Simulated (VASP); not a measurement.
# Al (P6_3/mmc) in VASP: notebook, part 2 of 2

VASP 6.6.1. The steps go on from the part before.

**4. Single point, LDA**

This run uses another cell than the first one, of the same volume but with other edges.

File INCAR:

```
PREC = Accurate
ENCUT = 520
EDIFF = 1E-7
ISMEAR = 0
SIGMA = 0.15
LREAL = F
LASPH = T
NELM = 80
ALGO = Normal
ISIF = 2
LWAVE = F
LCHARG = F
GGA = CA
NBANDS = 10
```

File KPOINTS:

```
Automatic mesh
0
Gamma
  18 18 10
```

File POSCAR:

```
Al
1.0
    2.9496000000      0.0000000000      0.0000000000
   -1.4748000000      2.5544285310      0.0000000000
    0.0000000000      0.0000000000      4.4051000000
Al
2
Direct
    0.6666666667      0.3333333333      0.7500000000
    0.3333333333      0.6666666667      0.2500000000
```

Potentials or basis: VASP PAW LDA potentials, release 64 (Al).

Launch:

```
cat potpaw_LDA.64/Al/POTCAR > POTCAR
mpirun -np 1 vasp_std > vasp.out
```

OUTCAR:

```text
PREC = Accurate
   ENCUT = 520
   EDIFF = 1E-7
   ISMEAR = 0
   LREAL = F
   LASPH = T
   NELM = 80
   ISIF = 2
   GGA = CA

 ion  position               nearest neighbor table
   1  0.667  0.333  0.750-   2 2.78   2 2.78   2 2.78   2 2.78   2 2.78   2 2.78
   2  0.333  0.667  0.250-   1 2.78   1 2.78   1 2.78   1 2.78   1 2.78   1 2.78

  LATTYP: Found a hexagonal cell.
 ALAT       =     2.9496000000
 C/A-ratio  =     1.4934567399

  Lattice vectors:

 A1 = (   2.9496000000,   0.0000000000,   0.0000000000)
 A2 = (  -1.4748000000,   2.5544285310,   0.0000000000)
 A3 = (   0.0000000000,   0.0000000000,   4.4051000000)

Analysis of symmetry for initial positions (statically):
=====================================================================
 Subroutine PRICEL returns:
 Original cell was already a primitive cell.

 Routine SETGRP: Setting up the symmetry group for a
 hexagonal supercell.

 Subroutine GETGRP returns: Found 24 space group operations
 (whereof 12 operations were pure point group operations)
 out of a pool of 24 trial point group operations.

The static configuration has the point symmetry D_3d.
[... 164 lines left out ...]
 E-fermi :   7.7208     XC(G=0): -10.3192

 val. band max:        7.7193164933   @ k =   0.1111   0.0556   0.2000
 cond. band min:       7.7250126787   @ k =   0.3333   0.1667   0.0000
 fundamental gap:      0.0056961854
 Fermi energy:         7.7207758244

 k-point     1 :       0.0000    0.0000    0.0000
  band No.  band energies     occupation
      1      -3.3369      2.00000
      2       3.7357      2.00000
      3       4.4610      2.00000
      4      16.7001      0.00000
      5      16.7001      0.00000
      6      17.5169      0.00000
      7      17.5169      0.00000
      8      20.1829      0.00000
      9      20.3628      0.00000
     10      22.5890      0.00000
[... 287 lines left out ...]
 k-point    24 :       0.3889    0.1111    0.0000
  band No.  band energies     occupation
      1       1.2505      2.00000
      2       3.6844      2.00000
      3       7.9526      0.02884
      4       8.8064      0.00000
      5       9.7420      0.00000
      6      10.4778      0.00000
      7      11.6223      0.00000
      8      16.3632      0.00000
      9      16.8679      0.00000
     10      17.0468      0.00000

 [... further k-points ...]
[... 5 lines left out ...]
  --------------------------------------------------------------------------------------
  -------------------------------------------------------------------------------------
  Total       -0.8360107     -0.8360107      0.3407583      0.0000000      0.0000000      0.0000000
  in kB      -40.3561532    -40.3561532     16.4491822      0.0000000      0.0000000      0.0000000
  external PRESSURE =     -21.4210414 kB  Pullay stress =       0.0000000 kB

 VOLUME and BASIS-vectors are now :
 -----------------------------------------------------------------------------
  energy-cutoff  :      520.00
  volume of cell :       33.19
      direct lattice vectors                 reciprocal lattice vectors
     2.949600000  0.000000000  0.000000000     0.339029021  0.195738496  0.000000000
    -1.474800000  2.554428531  0.000000000     0.000000000  0.391476993  0.000000000
     0.000000000  0.000000000  4.405100000     0.000000000  0.000000000  0.227009603

 POSITION                                       TOTAL-FORCE (eV/Angst)
 -----------------------------------------------------------------------------------
      1.47480      0.85148      3.30382        -0.000000     -0.000000      0.000000
     -0.00000      1.70295      1.10128         0.000000      0.000000      0.000000
 -----------------------------------------------------------------------------------
    total drift:                               -0.000000      0.000000     -0.000000

  FREE ENERGIE OF THE ION-ELECTRON SYSTEM (eV)
  ---------------------------------------------------
  free  energy   TOTEN  =        -8.2673049223 eV

  energy  without entropy=       -8.2575300858  energy(sigma->0) =       -8.26241750
```

OSZICAR:

```text
N       E                     dE             d eps       ncg     rms          rms(c)
DAV:   1    -0.672939033743E+00   -0.67294E+00   -0.23132E+03  4440   0.472E+02
DAV:   2    -0.815900084123E+01   -0.74861E+01   -0.72144E+01  5662   0.549E+01
DAV:   3    -0.832882263590E+01   -0.16982E+00   -0.16705E+00  5940   0.653E+00
DAV:   4    -0.832940162666E+01   -0.57899E-03   -0.57892E-03  5362   0.433E-01
DAV:   5    -0.832940465443E+01   -0.30278E-05   -0.30273E-05  5480   0.311E-02    0.191E+00
DAV:   6    -0.829145423488E+01    0.37950E-01   -0.55146E-03  5032   0.332E-01    0.107E+00
DAV:   7    -0.826746025024E+01    0.23994E-01   -0.12862E-02  4804   0.498E-01    0.189E-01
DAV:   8    -0.826730544774E+01    0.15480E-03   -0.15452E-04  6018   0.696E-02    0.131E-02
DAV:   9    -0.826730496152E+01    0.48622E-06   -0.77546E-07  5390   0.543E-03    0.219E-03
DAV:  10    -0.826730492234E+01    0.39181E-07   -0.50251E-08  4060   0.952E-04
   1 F= -.82673049E+01 E0= -.82624175E+01  d E =-.977484E-02
```

It took 20 s on 1 thread of AMD EPYC 9R45 (Zen 5), shared host; peak memory 0.14 GiB.

What came out:

- Free energy: -8.2673 eV
- Pressure: -2.1 GPa
- Band gap on the k mesh: zero (bands 3 and 4 overlap by 8.75 eV)

Levels at points of the mesh, in eV from the Fermi level:
```csv
k point,band 1,band 2,band 3,band 4,band 5,band 6,band 7,band 8
"(0.00, 0.00, 0.00)",-11.06,-3.99,-3.26,8.98,8.98,9.80,9.80,12.46
"(0.50, 0.00, 0.00)",-5.71,-5.31,0.73,1.77,1.97,2.35,4.48,6.41
"(0.00, 0.00, 0.50)",-9.17,-9.17,5.17,5.17,10.51,10.51,10.51,10.51
"(0.50, 0.00, 0.50)",-4.01,-4.01,-3.34,-3.34,6.11,6.11,7.46,7.46
```

**5. Single point, LDA**

Changes to INCAR since step 4:

```diff
@@ -7,3 +7,3 @@
 LASPH = T
-NELM = 80
+NELM = 60
 ALGO = Normal
@@ -12,3 +12,2 @@
 LCHARG = F
-GGA = CA
 NBANDS = 10
```

KPOINTS is that of step 4.

File POSCAR:

```
Al
1.0
    2.8235000000      0.0000000000      0.0000000000
   -1.4117500000      2.4452227276      0.0000000000
    0.0000000000      0.0000000000      4.8034000000
Al
2
Direct
    0.6666666667      0.3333333333      0.7500000000
    0.3333333333      0.6666666667      0.2500000000
```

Launch:

```
cat potpaw_LDA.64/Al/POTCAR > POTCAR
mpirun -np 1 vasp_std > vasp.out
```

Run time: 20 s. Hardware: 1 thread of AMD EPYC 9R45 (Zen 5), shared host; peak memory 0.14 GiB.

Results (log left out):

* Free energy: -8.3037 eV
* Pressure: -2.8 GPa
* Band gap on the k mesh: zero (bands 3 and 4 overlap by 6.91 eV)

Stress tensor (GPa, compression positive):
```
-2.62  0.00  0.00
 0.00 -2.62  0.00
 0.00  0.00 -3.04
```

Levels at points of the mesh, in eV from the Fermi level:
| k point | band 1 | band 2 | band 3 | band 4 | band 5 | band 6 |
| --- | --- | --- | --- | --- | --- | --- |
| (0.00, 0.00, 0.00) | -11.05 | -4.87 | -4.71 | 11.09 | 11.09 | 11.44 |
| (0.50, 0.00, 0.00) | -5.10 | -4.94 | 0.63 | 0.75 | 1.44 | 1.52 |
| (0.00, 0.00, 0.50) | -9.46 | -9.46 | 2.69 | 2.69 | 12.24 | 12.24 |
| (0.50, 0.00, 0.50) | -3.80 | -3.80 | -3.12 | -3.12 | 7.38 | 7.38 |

**6. Single point, LDA**

This run uses another cell than the first one, of 16.62 Å³/atom.

File INCAR:

```
ALGO = Normal
EDIFF = 1E-6
ENCUT = 520
GGA = CA
ISIF = 2
ISMEAR = 0
LASPH = True
LCHARG = False
LREAL = False
LWAVE = False
NBANDS = 10
NELM = 80
PREC = Accurate
SIGMA = 0.15
```

File KPOINTS:

```
k-points
0
Gamma
  18 18 10
```

File POSCAR:

```
Al
1.0
    2.8445000000      0.0000000000      0.0000000000
   -1.4222500000      2.4634092611      0.0000000000
    0.0000000000      0.0000000000      4.7448000000
Al
2
Direct
    0.6666666667      0.3333333333      0.7500000000
    0.3333333333      0.6666666667      0.2500000000
```

Potentials or basis: VASP PAW LDA potentials, release 64 (Al).

Launch:

```
cat potpaw_LDA.64/Al/POTCAR > POTCAR
mpirun -np 1 vasp_std > vasp.out
```

OUTCAR:

```text
EDIFF = 1E-6
   ENCUT = 520
   GGA = CA
   ISIF = 2
   ISMEAR = 0
   LASPH = True
   LREAL = False
   NELM = 80
   PREC = Accurate

 ion  position               nearest neighbor table
   1  0.667  0.333  0.750-   2 2.89   2 2.89   2 2.89   2 2.89   2 2.89   2 2.89
   2  0.333  0.667  0.250-   1 2.89   1 2.89   1 2.89   1 2.89   1 2.89   1 2.89

  LATTYP: Found a hexagonal cell.
 ALAT       =     2.8445000000
 C/A-ratio  =     1.6680611707

  Lattice vectors:

 A1 = (   2.8445000000,   0.0000000000,   0.0000000000)
[... 493 lines left out ...]
      6      10.3920      0.00000
      7      11.3091      0.00000
      8      16.6149      0.00000
      9      16.7534      0.00000
     10      18.2006      0.00000

 [... further k-points ...]
[... 5 lines left out ...]
  --------------------------------------------------------------------------------------
  -------------------------------------------------------------------------------------
  Total       -0.6159809     -0.6159809     -0.6358161      0.0000000     -0.0000000      0.0000000
  in kB      -29.6836574    -29.6836575    -30.6394995      0.0000000     -0.0000000      0.0000000
  external PRESSURE =     -30.0022715 kB  Pullay stress =       0.0000000 kB

 VOLUME and BASIS-vectors are now :
 -----------------------------------------------------------------------------
  energy-cutoff  :      520.00
  volume of cell :       33.25
      direct lattice vectors                 reciprocal lattice vectors
     2.844500000  0.000000000  0.000000000     0.351555634  0.202970740  0.000000000
    -1.422250000  2.463409261  0.000000000     0.000000000  0.405941479  0.000000000
     0.000000000  0.000000000  4.744800000     0.000000000  0.000000000  0.210757039

 POSITION                                       TOTAL-FORCE (eV/Angst)
 -----------------------------------------------------------------------------------
      1.42225      0.82114      3.55860         0.000000     -0.000000      0.000000
     -0.00000      1.64227      1.18620        -0.000000      0.000000      0.000000
 -----------------------------------------------------------------------------------
    total drift:                                0.000000     -0.000000      0.000000

  FREE ENERGIE OF THE ION-ELECTRON SYSTEM (eV)
  ---------------------------------------------------
  free  energy   TOTEN  =        -8.3026777417 eV

  energy  without entropy=       -8.2911234767  energy(sigma->0) =       -8.29690061
```

stdout:

```text
POSCAR found type information on POSCAR Al
 POSCAR found :  1 types and       2 ions
 scaLAPACK will be used
 LDA part: xc-table for (Slater(with rela. corr.)+CA(PZ))
 , standard interpolation
 POSCAR, INCAR and KPOINTS ok, starting setup
 FFT: planning ... GRIDC
 FFT: planning ... GRID_SOFT
 FFT: planning ... GRID
 WAVECAR not read
 entering main loop
```

It took 18 s on 1 thread of AMD EPYC 9R45 (Zen 5), shared host; peak memory 0.14 GiB.

Results:

| Property | Result |
| --- | --- |
| Free energy | -8.3027 eV |
| Pressure | -3.0 GPa |
| Band gap on the k mesh | zero (bands 3 and 4 overlap by 7.12 eV) |

Levels at points of the mesh, in eV from the Fermi level:
```csv
k point,band 1,band 2,band 3,band 4,band 5,band 6,band 7,band 8
"(0.00, 0.00, 0.00)",-11.04,-4.63,-4.61,10.74,10.74,11.17,11.17,11.77
"(0.50, 0.00, 0.00)",-5.19,-4.99,0.62,0.91,1.54,1.56,5.76,7.40
"(0.00, 0.00, 0.50)",-9.41,-9.41,3.04,3.04,11.97,11.97,11.97,11.97
"(0.50, 0.00, 0.50)",-3.83,-3.83,-3.16,-3.16,7.16,7.16,7.57,7.57
```

Caveat: the cell stands under tension.

**7. Summary**

```tsv
cell	gap on the mesh (eV)	pressure (GPa)
a = 2.802, b = 2.802, c = 4.874 Å, angles 90.0, 90.0, 120.0°, 2 atoms	none	-2.5
a = 2.753, b = 2.753, c = 5.061 Å, angles 90.0, 90.0, 120.0°, 2 atoms	none	-1.8
a = 2.950, b = 2.950, c = 4.405 Å, angles 90.0, 90.0, 120.0°, 2 atoms	none	-2.1
a = 2.824, b = 2.824, c = 4.803 Å, angles 90.0, 90.0, 120.0°, 2 atoms	none	-2.8
a = 2.845, b = 2.845, c = 4.745 Å, angles 90.0, 90.0, 120.0°, 2 atoms	none	-3.0
```

Alike in all rows: task single point; level LDA; potentials or basis VASP PAW LDA potentials, release 64 (Al); no spin polarisation; k mesh 18 × 18 × 10; cutoff (eV) 520; smearing gaussian 0.15 eV.

Caveats: the cell stands under tension (at least some runs).

Total energies depend on the potentials used, so only differences within one code and one set of settings carry meaning.
